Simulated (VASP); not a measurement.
Here is a VASP 6.6.1 calculation.

INCAR

```
ALGO = Normal
EDIFF = 1E-6
ENCUT = 520
GGA = PE
ISIF = 2
ISMEAR = 0
LASPH = True
LCHARG = False
LREAL = False
LWAVE = False
NBANDS = 12
NELM = 100
PREC = Accurate
SIGMA = 0.01
```

KPOINTS

```
k-points
0
Gamma
  6 6 4
```

Contents of POSCAR:

```
LiH
1.0
    3.2548234129      0.0000000001      0.0000000000
   -1.6274117065      2.8187597604      0.0000000000
    0.0000000000      0.0000000000      4.0690682529
Li H
2 2
Direct
    0.3333333333      0.6666666667      0.2500000000
    0.6666666667      0.3333333333      0.7500000000
    0.6666666667      0.3333333333      0.2500000000
    0.3333333333      0.6666666667      0.7500000000
```

Potentials or basis: VASP PAW PBE potentials, release 64 (Li_sv, H).

Command:

```sh
$ cat potpaw_PBE.64/Li_sv/POTCAR potpaw_PBE.64/H/POTCAR > POTCAR
$ mpirun -np 1 vasp_std > vasp.out
```

Q: What does it give for the band gap on the k mesh?

A: 1.83 eV (least direct gap 3.07 eV).

 A k mesh can miss the band edges.
